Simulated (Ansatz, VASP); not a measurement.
## Ir: VASP beside Ansatz

```
Ir
1.0
     4.33374    0.00000    0.00000
    -2.16687    3.75313    0.00000
     0.00000    0.00000    2.66988
Ir
3
Direct
  0.00000 0.00000 0.00000
  0.33333 0.66667 0.50000
  0.66667 0.33333 0.50000
```

Alike in both runs: functional PBEsol; k mesh 6 × 6 × 8; occupations gaussian, width 0.1 eV; no spin polarisation.

Ansatz relaxed the structure, and its values are those at the end. VASP's run is a single point on that final structure, the one shown.

|  | VASP | Ansatz |
| --- | --- | --- |
| version | VASP 6.6.1 | Ansatz 0.2.0 |
| potentials or method | VASP PAW PBE potentials, release 64 (Ir), cutoff 520 eV | scalar-relativistic, plane waves, PAW |
| valence electrons in the cell | 27 | 51 |

|  | VASP | Ansatz | Ansatz less VASP |
| --- | --- | --- | --- |
| gap on the k mesh at the Fermi level (eV) | none | none | - |
| pressure (GPa) | 0.8 | 0.0 | -0.80 |

VASP's potentials were made for PBE, not for PBEsol. A gap of «none» marks a metal or a gap that the smearing closes. VASP's potentials hold 27 valence electrons a cell and Ansatz's 51, so a difference there can come from the potentials and not from the codes.

Spin-orbit coupling is off throughout.
